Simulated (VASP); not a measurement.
A run of VASP 6.6.1 is set up as follows.

File INCAR:

```
SYSTEM = Rh
  PREC = Accurate
  ENCUT = 500
  EDIFF = 1E-6
  ISMEAR = -1
  SIGMA = 0.05
  LREAL = .FALSE.
  LASPH = .TRUE.
  NELM = 120
  ALGO = Normal
  ISIF = 2
  LWAVE = .FALSE.
  LCHARG = .FALSE.
  GGA = PE
  NBANDS = 22
  GGA_COMPAT = .FALSE.
```

Contents of KPOINTS:

```
regular mesh
0
G
  13 13 13
  0 0 0
```

Contents of POSCAR:

```
Rh
1.0
    0.0000000000      2.6412646104      2.6412646104
    2.6412646104      0.0000000000      2.6412646104
    2.6412646104      2.6412646104      0.0000000000
Rh
2
Direct
   -0.1250000000     -0.1250000000     -0.1250000000
    0.1250000000      0.1250000000      0.1250000000
```

Potentials or basis: VASP PAW PBE potentials, release 64 (Rh_pv).

Run with:

```sh
$ cat potpaw_PBE.64/Rh_pv/POTCAR > POTCAR
$ mpirun -np 1 vasp_std > vasp.out
```

**Question.** Predict the band gap on the k mesh.

**Answer.** Zero (band 15 reaches 8.84 eV, above the bottom of band 16 at 7.46 eV).

**Question.** What does it give for the pressure?

**Answer.** 23.2 GPa.
